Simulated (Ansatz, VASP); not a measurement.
CoO in VASP and in Ansatz

Contents of INCAR:

```
PREC = Accurate
ENCUT = 520
EDIFF = 1E-7
ISMEAR = 0
SIGMA = 0.02
LREAL = F
LASPH = T
NELM = 150
ALGO = Normal
ISIF = 2
LWAVE = F
LCHARG = T
ISPIN = 2
MAGMOM = -2.57 2.57 0.14 -0.14
LORBIT = 11
LMAXMIX = 4
GGA = PS
LELF = T
LVHAR = T
NBANDS = 27
```

Contents of KPOINTS:

```
regular mesh
0
Gamma
  12 12 6
```

POSCAR

```
CoO
1.0
    3.1976457435      0.0000000000      0.0000000000
   -1.5988228718      2.7692424462      0.0000000000
    0.0000000000      0.0000000000      5.2287097100
Co O
2 2
Direct
    0.0000000000      0.0000000000      0.0034741400
    0.3333333333      0.6666666667      0.5033624100
    0.0000000000      0.0000000000      0.3716088500
    0.3333333333      0.6666666667      0.8715556000
```

Input for Ansatz:

```yaml
crystal:
  lattice:
    - [3.1976457435, 0.0, 0.0]
    - [-1.5988228718, 2.7692424462, 0.0]
    - [0.0, 0.0, 5.22870971]
  atoms:
    - { symbol: Co, position: [0.0, 0.0, 0.00347414], spin: -2.57 }
    - { symbol: Co, position: [0.3333333333, 0.6666666667, 0.50336241], spin: 2.57 }
    - { symbol: O, position: [0.0, 0.0, 0.37160885], spin: 0.14 }
    - { symbol: O, position: [0.3333333333, 0.6666666667, 0.8715556], spin: -0.14 }
basis:
  ecutwfc: 420
kpoints:
  mp_grid: { grid: [12, 12, 6] }
hamiltonian:
  xc: pbesol
scf:
  occupations: { method: gaussian, width: 0.02 }
output:
  forces: true
  stress: true
  eigenvalues: true
  populations: true
  write_density: true
  write_potential: true
  elf: true
  volumetric_format: npy
magnetization:
  spin_polarized: true
```

Alike in both runs: task single point; functional PBEsol; k mesh 12 × 12 × 6; occupations gaussian, width 0.02 eV; collinear spin.

```csv
,VASP,Ansatz
version,VASP 6.6.1,Ansatz 0.2.0
potentials or method,"VASP PAW PBE potentials, release 64 (Co, O), cutoff 520 eV","scalar-relativistic, plane waves, PAW"
valence electrons in the cell,30,46
```

Ansatz gave:

```
gap on the k mesh at the Fermi level (eV)                     : none
pressure (GPa)                                                : -9.3
traceless stress, the component that is largest in VASP (GPa) : 1.15
rms of the force components (eV/Å)                            : 0.098
net moment per atom (μB)                                      : 0.00
size of the moment on the site where the two differ most (μB) : 2.11
```

Q: Which values does VASP return?

A: gap on the k mesh at the Fermi level (eV): none; pressure (GPa): -9.4; traceless stress, the component that is largest in VASP (GPa): 1.10; rms of the force components (eV/Å): 0.096; net moment per atom (μB): 0.00; size of the moment on the site where the two differ most (μB): 2.26.

VASP's potentials were made for PBE, not for PBEsol. Site moments also hang on the region over which each program counts them. Atom by atom the forces differ by 0.002 eV/Å (rms over components). A gap of «none» marks a metal or a gap that the smearing closes. VASP's potentials hold 30 valence electrons a cell and Ansatz's 46, so a difference there can come from the potentials and not from the codes.
